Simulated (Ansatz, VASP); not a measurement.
# One calculation of Be, two programs

```
Be
1.0
     1.79136    0.00000    0.00000
     0.00000    1.79136    0.00000
     0.00000    0.00000    3.03723
Be
1
Direct
  0.00000 0.00000 0.50000
```

Alike in both runs: task relaxation of cell and atoms; functional PBE; k mesh 10 × 10 × 6; occupations gaussian, width 0.1 eV; no spin polarisation.

|  | VASP | Ansatz |
| --- | --- | --- |
| version | VASP 6.6.1 | Ansatz 0.2.0 |
| potentials or method | VASP PAW PBE potentials, release 64 (Be), cutoff 600 eV | scalar-relativistic, plane waves, PAW |
| valence electrons in the cell | 2 | 2 |

Ansatz gave:

| Item | Value |
| --- | --- |
| gap on the k mesh at the Fermi level, each at its own relaxed structure (eV) | none |
| relaxed volume (Å³/atom) | 11.35 |
| relaxed length of the cell vector where the two differ most in proportion (Å) | 2.813 |

**Question.** What did VASP give for the same quantities?

**Answer.** gap on the k mesh at the Fermi level, each at its own relaxed structure (eV): none; relaxed volume (Å³/atom): 11.39; relaxed length of the cell vector where the two differ most in proportion (Å): 2.819.

A gap of «none» marks a metal or a gap that the smearing closes.

Noted on VASP's run: the volume moved by over 15 % at a fixed basis, so the end points are rough.
